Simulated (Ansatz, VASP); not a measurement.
**Two plane-wave programs on BAs**

Contents of INCAR:

```
SYSTEM = BAs
PREC = Accurate
ENCUT = 520
EDIFF = 1E-6
ISMEAR = 0
SIGMA = 0.05
LREAL = .FALSE.
LASPH = .TRUE.
NELM = 100
ALGO = Normal
ISIF = 2
LWAVE = .FALSE.
LCHARG = .TRUE.
GGA = PE
LELF = .TRUE.
LVHAR = .TRUE.
NBANDS = 11
```

The input KPOINTS:

```
regular mesh
0
G
  10 10 10
  0 0 0
```

The input POSCAR:

```
BAs
1.0
    0.0000000000      2.1974200000      2.2929600000
    2.1974200000      0.0000000000      2.2929600000
    2.1974200000      2.1974200000      0.0000000000
B As
1 1
Direct
    0.0000000000      0.0000000000      0.0000000000
    0.7500000000      0.7500000000      0.7500000000
```

Input for Ansatz:

```yaml
crystal:
  lattice:
    - [0.0, 2.19742, 2.29296]
    - [2.19742, 0.0, 2.29296]
    - [2.19742, 2.19742, 0.0]
  atoms:
    - { symbol: B, position: [0.0, 0.0, 0.0] }
    - { symbol: As, position: [0.75, 0.75, 0.75] }
basis:
  ecutwfc: 420
kpoints:
  mp_grid: { grid: [10, 10, 10] }
hamiltonian:
  xc: pbe
scf:
  occupations: { method: gaussian, width: 0.05 }
output:
  forces: true
  stress: true
  eigenvalues: true
```

Change from the starting cell: strain -0.080 along x and y, -0.040 along z, atoms carried along.

Alike in both runs: task single point; functional PBE; k mesh 10 × 10 × 10; occupations gaussian, width 0.05 eV; no spin polarisation.

|  | VASP | Ansatz |
| --- | --- | --- |
| version | VASP 6.6.1 | Ansatz 0.2.0 |
| potentials or method | VASP PAW PBE potentials, release 64 (B, As), cutoff 520 eV | scalar-relativistic, plane waves, PAW |
| valence electrons in the cell | 8 | 18 |

```tsv
	VASP	Ansatz	Ansatz less VASP
gap on the k mesh at the Fermi level (eV)	0.58	0.59	+0.012
least direct gap on the mesh (eV)	3.34	3.35	+0.001
pressure (GPa)	49.1	47.3	-1.73
traceless stress, the component that is largest in VASP (GPa)	-7.21	-7.28	-0.076
```

Both programs put the cell under a high pressure, so it lies far from rest at this level. The functional is the same, so the differences come from potentials, cutoffs and numerics. VASP's potentials hold 8 valence electrons a cell and Ansatz's 18, so a difference there can come from the potentials and not from the codes.
